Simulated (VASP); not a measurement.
# O3F2 (Pn-3m) in VASP: a series of runs

O3F2 is run at these levels: PBE; tasks: single point.

Everything below comes from runs of VASP 6.6.1. Logs are shortened: lines on timing, memory, paths and dates and some standing lists are left out, and cuts for length are marked.

## 1. The cell of the first run

It takes space group Pn-3m (No. 224, cubic). The conventional cell has a = 4.731 Å, b = 4.731 Å, c = 4.731 Å, α = 90.00°, β = 90.00°, γ = 90.00°. F (site symmetry -3m) has 6 O at 2.05 Å within 2.7 Å. Within 2.7 Å of O (site symmetry -42m) lie 4 F at 2.05 Å and 4 O at 2.37 Å.

## 2. Single point, PBE

INCAR reads:

```
SYSTEM = O3F2
ALGO = Normal ; EDIFF = 1E-6
ENCUT = 520 ; GGA = PE
ISIF = 2 ; ISMEAR = -1
LASPH = .True. ; LCHARG = .False.
LREAL = .False. ; LWAVE = .False.
NBANDS = 43 ; NELM = 60
PREC = Accurate ; SIGMA = 0.06122561905347299
```

KPOINTS reads:

```
k-points
0
Gamma
  8 8 8
  0 0 0
```

POSCAR reads:

```
O3F2
1.0
    4.7308191500      0.0000000000      0.0000000000
    0.0000000000      4.7308191500      0.0000000000
    0.0000000000      0.0000000000      4.7308191500
F O
4 6
Direct
    0.2500000000      0.2500000000      0.2500000000
    0.7500000000      0.7500000000      0.2500000000
    0.7500000000      0.2500000000      0.7500000000
    0.2500000000      0.7500000000      0.7500000000
    0.5000000000      0.0000000000      0.0000000000
    0.0000000000      0.5000000000      0.0000000000
    0.0000000000      0.0000000000      0.5000000000
    0.5000000000      0.5000000000      0.0000000000
    0.5000000000      0.0000000000      0.5000000000
    0.0000000000      0.5000000000      0.5000000000
```

Potentials or basis: VASP PAW PBE potentials, release 64 (F, O).

On the command line:

```sh
$ cat potpaw_PBE.64/F/POTCAR potpaw_PBE.64/O/POTCAR > POTCAR
$ mpirun -np 1 vasp_std > vasp.out
```

OUTCAR:

```text
SYSTEM = O3F2
   EDIFF = 1E-6
   ENCUT = 520
   GGA = PE
   ISIF = 2
   ISMEAR = -1
   LASPH = .True.
   LREAL = .False.
   NELM = 60
   PREC = Accurate

 ion  position               nearest neighbor table
   1  0.250  0.250  0.250-
   2  0.750  0.750  0.250-
   3  0.750  0.250  0.750-
   4  0.250  0.750  0.750-
   5  0.500  0.000  0.000-
   6  0.000  0.500  0.000-
   7  0.000  0.000  0.500-
   8  0.500  0.500  0.000-
   9  0.500  0.000  0.500-
  10  0.000  0.500  0.500-

  LATTYP: Found a simple cubic cell.
 ALAT       =     4.7308191500

  Lattice vectors:

 A1 = (   4.7308191500,   0.0000000000,   0.0000000000)
 A2 = (   0.0000000000,   4.7308191500,   0.0000000000)
 A3 = (   0.0000000000,   0.0000000000,   4.7308191500)

Analysis of symmetry for initial positions (statically):
=====================================================================
 Subroutine PRICEL returns:
 Original cell was already a primitive cell.

 Routine SETGRP: Setting up the symmetry group for a
 simple cubic supercell.

 Subroutine GETGRP returns: Found 48 space group operations
 (whereof 24 operations were pure point group operations)
 out of a pool of 48 trial point group operations.

The static configuration has the point symmetry T_d .
 The point group associated with its full space group is O_h .

Analysis of symmetry for dynamics (positions and initial velocities):
=====================================================================
 Subroutine PRICEL returns:
 Original cell was already a primitive cell.

 Routine SETGRP: Setting up the symmetry group for a
 simple cubic supercell.

 Subroutine GETGRP returns: Found 48 space group operations
 (whereof 24 operations were pure point group operations)
 out of a pool of 48 trial point group operations.

The dynamic configuration has the point symmetry T_d .
 The point group associated with its full space group is O_h .

 Subroutine INISYM returns: Found 48 space group operations
 (whereof 24 operations are pure point group operations),
 and found     1 'primitive' translations

----------------------------------------------------------------------------------------

                                     Primitive cell

  volume of cell :     105.8788

  direct lattice vectors                    reciprocal lattice vectors
     4.730819150  0.000000000  0.000000000     0.211379883  0.000000000  0.000000000
     0.000000000  4.730819150  0.000000000     0.000000000  0.211379883  0.000000000
     0.000000000  0.000000000  4.730819150     0.000000000  0.000000000  0.211379883

  length of vectors
     4.730819150  4.730819150  4.730819150     0.211379883  0.211379883  0.211379883

  position of ions in fractional coordinates (direct lattice)
     0.250000000  0.250000000  0.250000000
     0.750000000  0.750000000  0.250000000
     0.750000000  0.250000000  0.750000000
     0.250000000  0.750000000  0.750000000
     0.500000000  0.000000000  0.000000000
     0.000000000  0.500000000  0.000000000
     0.000000000  0.000000000  0.500000000
     0.500000000  0.500000000  0.000000000
     0.500000000  0.000000000  0.500000000
     0.000000000  0.500000000  0.500000000

  ion indices of the primitive-cell ions
   primitive index   ion index
                 1           1
                 2           2
                 3           3
                 4           4
                 5           5
                 6           6
                 7           7
                 8           8
                 9           9
                10          10

----------------------------------------------------------------------------------------

 KPOINTS: k-points

Automatic generation of k-mesh.
 Grid dimensions read from file:
 generate k-points for:    8    8    8

 Generating k-lattice:

  Cartesian coordinates                     Fractional coordinates (reciprocal lattice)
     0.026422485  0.000000000  0.000000000     0.125000000  0.000000000  0.000000000
     0.000000000  0.026422485  0.000000000     0.000000000  0.125000000  0.000000000
     0.000000000  0.000000000  0.026422485     0.000000000  0.000000000  0.125000000

  Length of vectors
     0.026422485  0.026422485  0.026422485

  Shift w.r.t. Gamma in fractional coordinates (k-lattice)
     0.000000000  0.000000000  0.000000000

 Subroutine IBZKPT returns following result:
 ===========================================

 Found     35 irreducible k-points:

 Following reciprocal coordinates:
            Coordinates               Weight
  0.000000  0.000000  0.000000      1.000000
  0.125000  0.000000  0.000000      6.000000
  0.250000  0.000000  0.000000      6.000000
  0.375000  0.000000  0.000000      6.000000
  0.500000  0.000000  0.000000      3.000000
  0.125000  0.125000  0.000000     12.000000
[... 16 lines left out ...]
  0.375000  0.375000  0.125000     24.000000
  0.500000  0.375000  0.125000     24.000000
 [... further k-points ...]
   k-points           NKPTS =     35   k-points in BZ     NKDIM =     35   number of bands    NBANDS=     43
   number of dos      NEDOS =    301   number of ions     NIONS =     10
   total plane-waves  NPLWV =  46656
   dimension x,y,z NGX =    36 NGY =   36 NGZ =   36
   dimension x,y,z NGXF=    72 NGYF=   72 NGZF=   72
   ions per type =               4   6
   NGX,Y,Z   is equivalent  to a cutoff of  12.65, 12.65, 12.65 a.u.
   NGXF,Y,Z  is equivalent  to a cutoff of  25.30, 25.30, 25.30 a.u.
 SYSTEM =  O3F2
   PREC   = accura    normal or accurate (medium, high low for compatibility)
   ISTART =      0    job   : 0-new  1-cont  2-samecut
   ICHARG =      2    charge: 1-file 2-atom 10-const
   ISPIN  =      1    spin polarized calculation?
   LNONCOLLINEAR =      F non collinear calculations
   LSORBIT =      F    spin-orbit coupling
   LASPH  =      T    aspherical Exc in radial PAW
   ENCUT  =  520.0 eV  38.22 Ry    6.18 a.u.   8.80  8.80  8.80*2*pi/ulx,y,z
   NELM   =     60;   NELMIN=  2; NELMDL= -5     # of ELM steps
   EDIFF  = 0.1E-05   stopping-criterion for ELM
   LREAL  =      F    real-space projection
   EDIFFG = 0.1E-04   stopping-criterion for IOM
   NSW    =      0    number of steps for IOM
   IBRION =     -1    ionic relax: 0-MD 1-quasi-New 2-CG
   NFREE  =      0    steps in history (QN), initial steepest desc. (CG)
   ISIF   =      2    stress and relaxation
   ISYM   =      2    0-nonsym 1-usesym 2-fastsym
   POTIM  = 0.5000    time-step for ionic-motion
   TEBEG  =    0.0;   TEEND  =   0.0 temperature during run
   PSTRESS=    0.0 pullay stress
   NELECT =      64.0000    total number of electrons
   NUPDOWN=      -1.0000    fix difference up-down
   EMIN   =  10.00;   EMAX   =-10.00  energy-range for DOS
   EFERMI =   0.00;   METHOD = LEGACY
   ISMEAR =    -1;   SIGMA  =   0.06  broadening in eV -4-tet -1-fermi 0-gaus
   EFERMI_NEDOS =   21; number of points for ismear=-14 and -15
   IALGO  =     38    algorithm
   IMIX   =      4    mixing-type and parameters
     AMIX     =   0.40;   BMIX     =  1.00
     AMIX_MAG =   1.60;   BMIX_MAG =  1.00
  volume/ion in A,a.u.               =      10.59        71.45
  Fermi-wavevector in a.u.,A,eV,Ry     =   1.384199  2.615756 26.068850  1.916006
  Thomas-Fermi vector in A             =   2.508725
   LORBIT       =      0    0 simple, 1 ext, 2 COOP (PROOUT), +10 PAW based schemes
   GGA     = PE    functional components
   LHFCALC =     F    Hartree Fock is set to
   AEXX    =    0.0000 exact exchange contribution
   IVDW    =     0    specifies the selected vdW correction
   LEPSILON=     F    determine dielectric tensor
   LRPA    =     F    only Hartree local field effects (RPA)
 non-spin polarized calculation
  energy-cutoff  :      520.00
  volume of cell :      105.88
 maximum number of plane-waves:      2897
 NGX is ok and might be reduce to    36
   NGX = 17   NGY = 17   NGZ = 17

 number of electron      63.9999953 magnetization

 Free energy of the ion-electron system (eV)
  ---------------------------------------------------
  ext. energy  EPLUGINS =         0.00000000
  ---------------------------------------------------
  free energy    TOTEN  =       -17.30462289 eV

  energy without entropy =      -17.14345074  energy(sigma->0) =      -17.22403682

 E-fermi :  -0.8755     XC(G=0):  -9.9086

 val. band max:       -0.8806867685   @ k =   0.2500   0.1250   0.0000
 cond. band min:      -0.8652876490   @ k =   0.5000   0.3750   0.1250
 fundamental gap:      0.0153991195
 Fermi energy:        -0.8755054587

 k-point     1 :       0.0000    0.0000    0.0000
  band No.  band energies     occupation
      1     -24.2579      2.00000
      2     -23.4102      2.00000
      3     -23.4102      2.00000
      4     -23.4102      2.00000
      5     -18.4841      2.00000
      6     -18.4841      2.00000
[... 35 lines left out ...]
     42      12.6390      0.00000
     43      12.8809      0.00000

 k-point     2 :       0.1250    0.0000    0.0000
  band No.  band energies     occupation
      1     -24.2296      2.00000
      2     -23.4473      2.00000
      3     -23.4098      2.00000
      4     -23.4098      2.00000
      5     -18.4403      2.00000
      6     -18.4388      2.00000
[... 35 lines left out ...]
     42      12.3864      0.00000
     43      12.9209      0.00000

 k-point     3 :       0.2500    0.0000    0.0000
  band No.  band energies     occupation
      1     -24.1476      2.00000
      2     -23.5514      2.00000
      3     -23.4091      2.00000
      4     -23.4091      2.00000
      5     -18.3188      2.00000
      6     -18.3079      2.00000
[... 919 lines left out ...]
      6     -17.9094      2.00000
[... 35 lines left out ...]
     42      11.7017      0.00000
     43      13.0284      0.00000

 k-point    24 :       0.5000    0.3750    0.1250
  band No.  band energies     occupation
      1     -23.7456      2.00000
      2     -23.7317      2.00000
      3     -23.5696      2.00000
      4     -23.4970      2.00000
      5     -17.9483      2.00000
      6     -17.9423      2.00000
[... 35 lines left out ...]
     42      11.4847      0.00000
     43      13.0394      0.00000

 [... further k-points ...]
[... 5 lines left out ...]
  --------------------------------------------------------------------------------------
  -------------------------------------------------------------------------------------
  Total        3.4025520      3.4025520      3.4025520      0.0000000      0.0000000      0.0000000
  in kB       51.4880346     51.4880346     51.4880346      0.0000000      0.0000000      0.0000000
  external PRESSURE =      51.4880346 kB  Pullay stress =       0.0000000 kB

 VOLUME and BASIS-vectors are now :
 -----------------------------------------------------------------------------
  energy-cutoff  :      520.00
  volume of cell :      105.88
      direct lattice vectors                 reciprocal lattice vectors
     4.730819150  0.000000000  0.000000000     0.211379883  0.000000000  0.000000000
     0.000000000  4.730819150  0.000000000     0.000000000  0.211379883  0.000000000
     0.000000000  0.000000000  4.730819150     0.000000000  0.000000000  0.211379883

 POSITION                                       TOTAL-FORCE (eV/Angst)
 -----------------------------------------------------------------------------------
      1.18270      1.18270      1.18270        -0.000000      0.000000      0.000000
      3.54811      3.54811      1.18270        -0.000000      0.000000     -0.000000
      3.54811      1.18270      3.54811        -0.000000     -0.000000     -0.000000
      1.18270      3.54811      3.54811         0.000000     -0.000000      0.000000
      2.36541      0.00000      0.00000        -0.000000      0.000000      0.000000
      0.00000      2.36541      0.00000         0.000000      0.000000      0.000000
      0.00000      0.00000      2.36541        -0.000000     -0.000000      0.000000
      2.36541      2.36541      0.00000         0.000000      0.000000      0.000000
      2.36541      0.00000      2.36541         0.000000      0.000000     -0.000000
      0.00000      2.36541      2.36541         0.000000      0.000000      0.000000
 -----------------------------------------------------------------------------------
    total drift:                               -0.000000      0.000000     -0.000000

  FREE ENERGIE OF THE ION-ELECTRON SYSTEM (eV)
  ---------------------------------------------------
  free  energy   TOTEN  =       -17.3046228939 eV

  energy  without entropy=      -17.1434507393  energy(sigma->0) =      -17.22403682
```

It took 85 s on 1 thread of Oxide Virtual Turin-like, shared host; peak memory 0.22 GiB.

What came out:

```
Free energy            : -17.3046 eV
Pressure               : 5.1 GPa
Band gap on the k mesh : zero (bands 32 and 33 overlap by 0.37 eV)
```

Caveat: the cell stands under pressure.

## 3. Single point, PBE

This run uses another cell than the first one, of 10.81 Å³/atom.

INCAR reads:

```
PREC = Accurate ; ENCUT = 520
EDIFF = 1E-6 ; ISMEAR = -1
SIGMA = 0.06122561905347299 ; LREAL = False
LASPH = True ; NELM = 100
ALGO = Normal ; ISIF = 2
LWAVE = False ; LCHARG = False
GGA = PE ; NBANDS = 43
```

KPOINTS reads:

```
Automatic mesh
0
Gamma
  8 8 8
```

Edit POSCAR of step 2 so:

```diff
@@ -2,5 +2,5 @@
 1.0
-    4.7308191500      0.0000000000      0.0000000000
-    0.0000000000      4.7308191500      0.0000000000
-    0.0000000000      0.0000000000      4.7308191500
+    4.7641358755      0.0000000000      0.0000000000
+    0.0000000000      4.7641358755      0.0000000000
+    0.0000000000      0.0000000000      4.7641358755
 F O
```

Potentials or basis: VASP PAW PBE potentials, release 64 (F, O).

On the command line:

```sh
$ cat potpaw_PBE.64/F/POTCAR potpaw_PBE.64/O/POTCAR > POTCAR
$ mpirun -np 1 vasp_std > vasp.out
```

It took 92 s on 1 thread of Oxide Virtual Turin-like, shared host; peak memory 0.22 GiB.

Results (log left out):

| Property | Result |
| --- | --- |
| Free energy | -17.3694 eV |
| Pressure | 3.1 GPa |
| Band gap on the k mesh | zero (bands 32 and 33 overlap by 0.36 eV) |

Levels at points of the mesh, in eV from the Fermi level:
| k point | band 29 | band 30 | band 31 | band 32 | band 33 | band 34 | band 35 | band 36 |
| --- | --- | --- | --- | --- | --- | --- | --- | --- |
| (0.00, 0.00, 0.00) | 0.10 | 0.10 | 0.10 | 0.24 | 0.24 | 0.24 | 0.47 | 0.47 |
| (0.50, 0.00, 0.00) | -0.22 | -0.22 | -0.22 | -0.22 | -0.09 | -0.09 | 0.15 | 0.15 |
| (0.50, 0.50, 0.00) | -0.76 | -0.76 | -0.30 | -0.30 | -0.10 | -0.10 | 0.16 | 0.16 |
| (0.50, 0.50, 0.50) | -1.33 | -1.33 | -1.33 | 0.14 | 0.14 | 0.14 | 0.28 | 0.41 |

Caveat: the cell stands under pressure.
